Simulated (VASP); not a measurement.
# Lu (Fm-3m) in VASP: a series of runs

The runs below take Lu through single point, with PBE.

All numbers are computed with VASP 6.6.1; they aren't measurements. Logs are shortened: lines on timing, memory, paths and dates and some standing lists are left out, and cuts for length are marked.

### 1 The cell of the first run

The structure is cubic, space group Fm-3m (No. 225). The conventional cell has a = 4.293 Å, b = 4.293 Å, c = 4.293 Å, α = 90.00°, β = 90.00°, γ = 90.00°. Lu (site symmetry m-3m) has 12 Lu at 3.04 Å within 4.0 Å.

This isn't the form of Lu at room conditions, which is hcp.

### 2 Single point, PBE (19.78 Å³/atom)

The input, INCAR:

```
SYSTEM = Lu
PREC = Accurate ; ENCUT = 520
EDIFF = 1E-6 ; ISMEAR = -1
SIGMA = 0.1 ; LREAL = .False.
LASPH = .True. ; NELM = 80
ALGO = Normal ; ISIF = 2
LWAVE = .False. ; LCHARG = .False.
GGA = PE ; NBANDS = 18
```

The input, KPOINTS:

```
regular mesh
0
Gamma
  15 15 15
  0 0 0
```

The input, POSCAR:

```
Lu
1.0
    0.0000000000      2.1464623869      2.1464623869
    2.1464623869      0.0000000000      2.1464623869
    2.1464623869      2.1464623869      0.0000000000
Lu
1
Direct
    0.0000000000      0.0000000000      0.0000000000
```

Potentials or basis: VASP PAW PBE potentials, release 64 (Lu).

Command:

```console
> cat potpaw_PBE.64/Lu/POTCAR > POTCAR
> mpirun -np 1 vasp_std > vasp.out
```

OUTCAR:

```text
SYSTEM = Lu
   PREC = Accurate
   ENCUT = 520
   EDIFF = 1E-6
   ISMEAR = -1
   LREAL = .False.
   LASPH = .True.
   NELM = 80
   ISIF = 2
   GGA = PE

 ion  position               nearest neighbor table
   1  0.000  0.000  0.000-

  LATTYP: Found a face centered cubic cell.
 ALAT       =     4.2929247738

  Lattice vectors:

 A1 = (   0.0000000000,   2.1464623869,   2.1464623869)
 A2 = (   2.1464623869,   0.0000000000,   2.1464623869)
 A3 = (   2.1464623869,   2.1464623869,   0.0000000000)

Analysis of symmetry for initial positions (statically):
=====================================================================
 Subroutine PRICEL returns:
 Original cell was already a primitive cell.

 Routine SETGRP: Setting up the symmetry group for a
 face centered cubic supercell.

 Subroutine GETGRP returns: Found 48 space group operations
 (whereof 48 operations were pure point group operations)
 out of a pool of 48 trial point group operations.

The static configuration has the point symmetry O_h .

Analysis of symmetry for dynamics (positions and initial velocities):
=====================================================================
 Subroutine PRICEL returns:
 Original cell was already a primitive cell.

 Routine SETGRP: Setting up the symmetry group for a
 face centered cubic supercell.

 Subroutine GETGRP returns: Found 48 space group operations
 (whereof 48 operations were pure point group operations)
 out of a pool of 48 trial point group operations.

The dynamic configuration has the point symmetry O_h .

 Subroutine INISYM returns: Found 48 space group operations
 (whereof 48 operations are pure point group operations),
 and found     1 'primitive' translations

----------------------------------------------------------------------------------------

                                     Primitive cell

  volume of cell :      19.7788

  direct lattice vectors                    reciprocal lattice vectors
     0.000000000  2.146462387  2.146462387    -0.232941422  0.232941422  0.232941422
     2.146462387  0.000000000  2.146462387     0.232941422 -0.232941422  0.232941422
     2.146462387  2.146462387  0.000000000     0.232941422  0.232941422 -0.232941422

  length of vectors
     3.035556219  3.035556219  3.035556219     0.403466378  0.403466378  0.403466378

  position of ions in fractional coordinates (direct lattice)
     0.000000000  0.000000000  0.000000000

  ion indices of the primitive-cell ions
   primitive index   ion index
                 1           1

----------------------------------------------------------------------------------------

 KPOINTS: regular mesh

Automatic generation of k-mesh.
 Grid dimensions read from file:
 generate k-points for:   15   15   15

 Generating k-lattice:

  Cartesian coordinates                     Fractional coordinates (reciprocal lattice)
    -0.015529428  0.015529428  0.015529428     0.066666667  0.000000000  0.000000000
     0.015529428 -0.015529428  0.015529428     0.000000000  0.066666667  0.000000000
     0.015529428  0.015529428 -0.015529428     0.000000000  0.000000000  0.066666667

  Length of vectors
     0.026897759  0.026897759  0.026897759

  Shift w.r.t. Gamma in fractional coordinates (k-lattice)
     0.000000000  0.000000000  0.000000000

 Subroutine IBZKPT returns following result:
 ===========================================

 Found    120 irreducible k-points:

 Following reciprocal coordinates:
            Coordinates               Weight
  0.000000  0.000000  0.000000      1.000000
  0.066667  0.000000  0.000000      8.000000
  0.133333  0.000000  0.000000      8.000000
  0.200000  0.000000  0.000000      8.000000
  0.266667  0.000000  0.000000      8.000000
  0.333333  0.000000  0.000000      8.000000
[... 16 lines left out ...]
  0.133333  0.133333  0.000000      6.000000
  0.200000  0.133333  0.000000     24.000000
 [... further k-points ...]
   k-points           NKPTS =    120   k-points in BZ     NKDIM =    120   number of bands    NBANDS=     18
   number of dos      NEDOS =    301   number of ions     NIONS =      1
   total plane-waves  NPLWV =  13824
   dimension x,y,z NGX =    24 NGY =   24 NGZ =   24
   dimension x,y,z NGXF=    48 NGYF=   48 NGZF=   48
   ions per type =               1
   NGX,Y,Z   is equivalent  to a cutoff of  13.14, 13.14, 13.14 a.u.
   NGXF,Y,Z  is equivalent  to a cutoff of  26.29, 26.29, 26.29 a.u.
 SYSTEM =  Lu
   PREC   = accura    normal or accurate (medium, high low for compatibility)
   ISTART =      0    job   : 0-new  1-cont  2-samecut
   ICHARG =      2    charge: 1-file 2-atom 10-const
   ISPIN  =      1    spin polarized calculation?
   LNONCOLLINEAR =      F non collinear calculations
   LSORBIT =      F    spin-orbit coupling
   LASPH  =      T    aspherical Exc in radial PAW
   ENCUT  =  520.0 eV  38.22 Ry    6.18 a.u.   5.64  5.64  5.64*2*pi/ulx,y,z
   NELM   =     80;   NELMIN=  2; NELMDL= -5     # of ELM steps
   EDIFF  = 0.1E-05   stopping-criterion for ELM
   LREAL  =      F    real-space projection
   EDIFFG = 0.1E-04   stopping-criterion for IOM
   NSW    =      0    number of steps for IOM
   IBRION =     -1    ionic relax: 0-MD 1-quasi-New 2-CG
   NFREE  =      0    steps in history (QN), initial steepest desc. (CG)
   ISIF   =      2    stress and relaxation
   ISYM   =      2    0-nonsym 1-usesym 2-fastsym
   POTIM  = 0.5000    time-step for ionic-motion
   TEBEG  =    0.0;   TEEND  =   0.0 temperature during run
   PSTRESS=    0.0 pullay stress
   NELECT =      25.0000    total number of electrons
   NUPDOWN=      -1.0000    fix difference up-down
   EMIN   =  10.00;   EMAX   =-10.00  energy-range for DOS
   EFERMI =   0.00;   METHOD = LEGACY
   ISMEAR =    -1;   SIGMA  =   0.10  broadening in eV -4-tet -1-fermi 0-gaus
   EFERMI_NEDOS =   21; number of points for ismear=-14 and -15
   IALGO  =     38    algorithm
   IMIX   =      4    mixing-type and parameters
     AMIX     =   0.40;   BMIX     =  1.00
     AMIX_MAG =   1.60;   BMIX_MAG =  1.00
  volume/ion in A,a.u.               =      19.78       133.47
  Fermi-wavevector in a.u.,A,eV,Ry     =   1.770061  3.344930 42.628628  3.133116
  Thomas-Fermi vector in A             =   2.836926
   LORBIT       =      0    0 simple, 1 ext, 2 COOP (PROOUT), +10 PAW based schemes
   GGA     = PE    functional components
   LHFCALC =     F    Hartree Fock is set to
   AEXX    =    0.0000 exact exchange contribution
   IVDW    =     0    specifies the selected vdW correction
   LEPSILON=     F    determine dielectric tensor
   LRPA    =     F    only Hartree local field effects (RPA)
 non-spin polarized calculation
  energy-cutoff  :      520.00
  volume of cell :       19.78
 maximum number of plane-waves:       547
   NGX = 11   NGY = 11   NGZ = 11

 number of electron      24.9999999 magnetization

 Free energy of the ion-electron system (eV)
  ---------------------------------------------------
  ext. energy  EPLUGINS =         0.00000000
  ---------------------------------------------------
  free energy    TOTEN  =        -3.79633940 eV

  energy without entropy =       -3.76964036  energy(sigma->0) =       -3.78298988

 E-fermi :   3.9311     XC(G=0): -12.6995

 val. band max:        3.9186984356   @ k =  -0.4667   0.2000   0.0000
 cond. band min:       3.9723077809   @ k =   0.4667   0.2667   0.1333
 fundamental gap:      0.0536093452
 Fermi energy:         3.9311284663

 k-point     1 :       0.0000    0.0000    0.0000
  band No.  band energies     occupation
      1     -51.7007      2.00000
      2     -21.6324      2.00000
      3     -21.6324      2.00000
      4     -21.6324      2.00000
      5      -2.9627      2.00000
      6      -0.7900      2.00000
[... 10 lines left out ...]
     17      10.1860      0.00000
     18      16.0953      0.00000

 k-point     2 :       0.0667    0.0000    0.0000
  band No.  band energies     occupation
      1     -51.6937      2.00000
      2     -21.7143      2.00000
      3     -21.6417      2.00000
      4     -21.6417      2.00000
      5      -2.7646      2.00000
      6      -0.7852      2.00000
[... 10 lines left out ...]
     17      10.0576      0.00000
     18      16.5267      0.00000

 k-point     3 :       0.1333    0.0000    0.0000
  band No.  band energies     occupation
      1     -51.6740      2.00000
      2     -21.9399      2.00000
      3     -21.6679      2.00000
      4     -21.6679      2.00000
      5      -2.2066      2.00000
      6      -0.7708      2.00000
[... 10 lines left out ...]
     17       9.8060      0.00000
     18      17.4469      0.00000

 k-point     4 :       0.2000    0.0000    0.0000
  band No.  band energies     occupation
      1     -51.6448      2.00000
      2     -22.2582      2.00000
      3     -21.7061      2.00000
      4     -21.7061      2.00000
      5      -1.4002      2.00000
      6      -0.7468      2.00000
[... 10 lines left out ...]
     17       9.7747      0.00000
     18      16.9648      0.00000

 k-point     5 :       0.2667    0.0000    0.0000
  band No.  band energies     occupation
      1     -51.6111      2.00000
      2     -22.6055      2.00000
      3     -21.7496      2.00000
      4     -21.7495      2.00000
      5      -0.7595      2.00000
      6      -0.6682      2.00000
[... 10 lines left out ...]
     17      10.2596      0.00000
     18      16.0723      0.00000

 k-point     6 :       0.3333    0.0000    0.0000
  band No.  band energies     occupation
      1     -51.5787      2.00000
      2     -22.9217      2.00000
      3     -21.7907      2.00000
      4     -21.7907      2.00000
      5      -0.7438      2.00000
      6      -0.6268      2.00000
[... 307 lines left out ...]
 k-point    21 :      -0.1333    0.0667    0.0000
  band No.  band energies     occupation
      1     -51.6596      2.00000
      2     -22.0686      2.00000
      3     -21.7399      2.00000
      4     -21.6648      2.00000
      5      -1.7986      2.00000
      6      -0.7596      2.00000
[... 10 lines left out ...]
     17      10.2081      0.00000
     18      17.9161      0.00000

 k-point    22 :      -0.0667    0.0667    0.0000
  band No.  band energies     occupation
      1     -51.6825      2.00000
      2     -21.8271      2.00000
      3     -21.6861      2.00000
      4     -21.6439      2.00000
      5      -2.4458      2.00000
      6      -0.7772      2.00000
[... 10 lines left out ...]
     17      10.1484      0.00000
     18      17.1854      0.00000

 k-point    23 :       0.1333    0.1333    0.0000
  band No.  band energies     occupation
      1     -51.6651      2.00000
      2     -21.9337      2.00000
      3     -21.7328      2.00000
      4     -21.7328      2.00000
      5      -1.9535      2.00000
      6      -0.7639      2.00000
[... 10 lines left out ...]
     17      10.5761      0.00000
     18      18.2231      0.00000

 k-point    24 :       0.2000    0.1333    0.0000
  band No.  band energies     occupation
      1     -51.6434      2.00000
      2     -22.1408      2.00000
      3     -21.7829      2.00000
      4     -21.7696      2.00000
      5      -1.3422      2.00000
      6      -0.7457      2.00000
[... 10 lines left out ...]
     17      10.7506      0.00000
     18      19.0431      0.00000

 [... further k-points ...]

------------------------ aborting loop because EDIFF is reached ----------------------------------------

  FORCE on cell =-STRESS in cart. coord.  units (eV):
  Direction    XX          YY          ZZ          XY          YZ          ZX
  --------------------------------------------------------------------------------------
  -------------------------------------------------------------------------------------
  Total        4.0045291      4.0045291      4.0045291      0.0000000      0.0000000      0.0000000
  in kB      324.3860659    324.3860659    324.3860659      0.0000000      0.0000000      0.0000000
  external PRESSURE =     324.3860659 kB  Pullay stress =       0.0000000 kB

 VOLUME and BASIS-vectors are now :
 -----------------------------------------------------------------------------
  energy-cutoff  :      520.00
  volume of cell :       19.78
      direct lattice vectors                 reciprocal lattice vectors
     0.000000000  2.146462387  2.146462387    -0.232941422  0.232941422  0.232941422
     2.146462387  0.000000000  2.146462387     0.232941422 -0.232941422  0.232941422
     2.146462387  2.146462387  0.000000000     0.232941422  0.232941422 -0.232941422

 POSITION                                       TOTAL-FORCE (eV/Angst)
 -----------------------------------------------------------------------------------
      0.00000      0.00000      0.00000         0.000000      0.000000      0.000000
 -----------------------------------------------------------------------------------
    total drift:                               -0.000000      0.000000      0.000000

  FREE ENERGIE OF THE ION-ELECTRON SYSTEM (eV)
  ---------------------------------------------------
  free  energy   TOTEN  =        -3.7963393981 eV

  energy  without entropy=       -3.7696403558  energy(sigma->0) =       -3.78298988
```

It took 52 s on 1 thread of Intel Xeon 8259CL, shared host; peak memory 0.18 GiB.

What came out:

```yaml
Free_energy: -3.7963 eV
Pressure: 32.4 GPa
Band_gap_on_the_k_mesh: zero (an odd number of electrons rules out a gap without spin polarisation)
```

Caveat: the cell stands under pressure; spin-orbit coupling is left out, which moves the levels of the heavy elements.

### 3 Single point, PBE (22.11 Å³/atom)

This run uses another cell than the first one, of 22.11 Å³/atom.

The input, INCAR:

```
SYSTEM = Lu
PREC = Accurate
ENCUT = 520
EDIFF = 1E-6
ISMEAR = -1
SIGMA = 0.1
LREAL = .False.
LASPH = .True.
NELM = 100
ALGO = Normal
ISIF = 2
LWAVE = .False.
LCHARG = .False.
GGA = PE
NBANDS = 18
```

KPOINTS is that of step 2.

The input, POSCAR:

```
Lu
1.0
    0.0000000000      2.2275365689      2.2275365689
    2.2275365689      0.0000000000      2.2275365689
    2.2275365689      2.2275365689      0.0000000000
Lu
1
Direct
    0.0000000000      0.0000000000      0.0000000000
```

Potentials or basis: VASP PAW PBE potentials, release 64 (Lu).

Command:

```console
> cat potpaw_PBE.64/Lu/POTCAR > POTCAR
> mpirun -np 1 vasp_std > vasp.out
```

OUTCAR:

```text
SYSTEM = Lu
   PREC = Accurate
   ENCUT = 520
   EDIFF = 1E-6
   ISMEAR = -1
   LREAL = .False.
   LASPH = .True.
   NELM = 100
   ISIF = 2
   GGA = PE

 ion  position               nearest neighbor table
   1  0.000  0.000  0.000-

  LATTYP: Found a face centered cubic cell.
 ALAT       =     4.4550731378

  Lattice vectors:

 A1 = (   0.0000000000,   2.2275365689,   2.2275365689)
 A2 = (   2.2275365689,   0.0000000000,   2.2275365689)
[... 682 lines left out ...]
     18      17.6245      0.00000

 [... further k-points ...]

------------------------ aborting loop because EDIFF is reached ----------------------------------------

  FORCE on cell =-STRESS in cart. coord.  units (eV):
  Direction    XX          YY          ZZ          XY          YZ          ZX
  --------------------------------------------------------------------------------------
  -------------------------------------------------------------------------------------
  Total        2.6107884      2.6107884      2.6107884      0.0000000      0.0000000      0.0000000
  in kB      189.2246598    189.2246598    189.2246598      0.0000000      0.0000000      0.0000000
  external PRESSURE =     189.2246598 kB  Pullay stress =       0.0000000 kB

 VOLUME and BASIS-vectors are now :
 -----------------------------------------------------------------------------
  energy-cutoff  :      520.00
  volume of cell :       22.11
      direct lattice vectors                 reciprocal lattice vectors
     0.000000000  2.227536569  2.227536569    -0.224463206  0.224463206  0.224463206
     2.227536569  0.000000000  2.227536569     0.224463206 -0.224463206  0.224463206
     2.227536569  2.227536569  0.000000000     0.224463206  0.224463206 -0.224463206

 POSITION                                       TOTAL-FORCE (eV/Angst)
 -----------------------------------------------------------------------------------
      0.00000      0.00000      0.00000        -0.000000     -0.000000     -0.000000
 -----------------------------------------------------------------------------------
    total drift:                                0.000000     -0.000000     -0.000000

  FREE ENERGIE OF THE ION-ELECTRON SYSTEM (eV)
  ---------------------------------------------------
  free  energy   TOTEN  =        -4.1635145715 eV

  energy  without entropy=       -4.1323437675  energy(sigma->0) =       -4.14792917
```

OSZICAR:

```text
N       E                     dE             d eps       ncg     rms          rms(c)
DAV:   1     0.753504677004E+02    0.75350E+02   -0.10032E+04  5344   0.466E+03
DAV:   2     0.119021984742E+01   -0.74160E+02   -0.72317E+02  4440   0.353E+02
DAV:   3    -0.410903820585E+01   -0.52993E+01   -0.52591E+01  4722   0.725E+01
DAV:   4    -0.429386331425E+01   -0.18483E+00   -0.18389E+00  5858   0.113E+01
DAV:   5    -0.429856324373E+01   -0.46999E-02   -0.46975E-02  5090   0.158E+00    0.336E+00
DAV:   6    -0.417519929528E+01    0.12336E+00   -0.46654E-01  7276   0.152E+01    0.128E+00
DAV:   7    -0.416400942455E+01    0.11190E-01   -0.29081E-02  6798   0.176E+00    0.400E-01
DAV:   8    -0.416306466820E+01    0.94476E-03   -0.61430E-03  7040   0.553E-01    0.118E-01
DAV:   9    -0.416352204675E+01   -0.45738E-03   -0.10441E-03  6462   0.271E-01    0.245E-02
DAV:  10    -0.416351655617E+01    0.54906E-05   -0.46852E-05  5760   0.777E-02    0.606E-03
DAV:  11    -0.416351492950E+01    0.16267E-05   -0.32409E-06  5324   0.162E-02    0.312E-03
DAV:  12    -0.416351457147E+01    0.35803E-06   -0.24970E-07  2704   0.697E-03
   1 F= -.41635146E+01 E0= -.41479292E+01  d E =-.311708E-01
```

stdout:

```text
POSCAR found type information on POSCAR Lu
 POSCAR found :  1 types and       1 ions
 scaLAPACK will be used
 LDA part: xc-table for (Slater+PW92), standard interpolation
 POSCAR, INCAR and KPOINTS ok, starting setup
 FFT: planning ... GRIDC
 FFT: planning ... GRID_SOFT
 FFT: planning ... GRID
 WAVECAR not read
 entering main loop
```

Wall time 53 s (1 thread of Intel Xeon 8259CL, shared host); peak memory 0.18 GiB.

What came out:

```
Free energy            : -4.1635 eV
Pressure               : 18.9 GPa
Band gap on the k mesh : zero (an odd number of electrons rules out a gap without spin polarisation)
```

Levels at points of the mesh, in eV from the Fermi level:
| k point | band 10 | band 11 | band 12 | band 13 | band 14 | band 15 |
| --- | --- | --- | --- | --- | --- | --- |
| (0.00, 0.00, 0.00) | -4.48 | -4.48 | -4.48 | 2.50 | 2.50 | 2.50 |

Caveat: the cell stands under pressure; spin-orbit coupling is left out, which moves the levels of the heavy elements.

[end of part 1 of 2]
